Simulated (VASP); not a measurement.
**C: single point with LDA**

The system is C.

```
CELL_PARAMETERS angstrom
2.33989 -4.33371 0.00000
2.33989 4.33371 0.00000
0.00000 0.00000 2.48566
ATOMIC_POSITIONS crystal
C 0.64829 0.98159 0.00000
C 0.35171 0.01841 0.00000
C 0.01841 0.35171 0.00000
C 0.98159 0.64829 0.00000
C 0.40455 0.22608 0.50000
C 0.59545 0.77392 0.50000
C 0.77392 0.59545 0.50000
C 0.22608 0.40455 0.50000
```

This cell differs from its parent crystal: strain +0.1125 x Voigt [1, 0, 0, 0, 0, 0].

```
Program             : VASP 6.6.1
Task                : single point
Functional          : LDA
Potentials or basis : VASP PAW LDA potentials, release 64 (C)
Cutoff              : 520 eV
k mesh              : 6 × 6 × 10
Occupations         : gaussian, width 0.05 eV
Spin                : no spin polarisation
```

| Quantity | Value |
| --- | --- |
| Pressure | -32.5 GPa |
| Largest force | 0.980 eV/Å |
| Band gap on the k mesh | 2.24 eV, indirect (least direct gap 2.89 eV) |

Forces in eV/Å, atoms in the order of the input:
```
C   -0.917 -0.345  0.000
C    0.917  0.345  0.000
C    0.917 -0.345  0.000
C   -0.917  0.345  0.000
C    0.219 -0.142  0.000
C   -0.219  0.142  0.000
C   -0.219 -0.142  0.000
C    0.219  0.142  0.000
```

Stress tensor (GPa, compression positive):
```
-89.67   0.00   0.00
  0.00  -5.46   0.00
  0.00   0.00  -2.33
```

Levels at points of the mesh, in eV from the valence-band top:
```
           k point  band 12  band 13  band 14  band 15  band 16  band 17  band 18  band 19  band 20  band 21
(0.00, 0.00, 0.00)    -1.93    -1.79    -1.65    -0.88    -0.68     2.24     5.88     5.94     6.17     6.31
(0.50, 0.00, 0.00)    -3.69    -2.73    -2.39    -1.84    -1.49     4.08     6.09     6.62     7.11     7.61
(0.50, 0.50, 0.00)    -3.65    -3.01    -0.37    -0.03     0.00     3.33     4.46     5.38     6.51     7.54
(0.00, 0.00, 0.50)    -5.23    -4.86    -4.69    -3.47    -2.87     6.15     6.50     6.72     7.97     8.09
(0.50, 0.00, 0.50)    -5.26    -4.67    -4.53    -4.06    -2.63     3.66     4.14     5.48     5.78     7.07
(0.50, 0.50, 0.50)    -5.22    -4.89    -4.43    -3.95    -3.73     4.55     5.42     5.74     6.17     6.49
```

It took 82 s on 1 thread of Intel Xeon 6975P-C (shared host), peak memory 0.19 GiB.

Caveat: the cell differs from its parent crystal (strain +0.1125 x Voigt [1, 0, 0, 0, 0, 0]). A k mesh can miss the band edges.
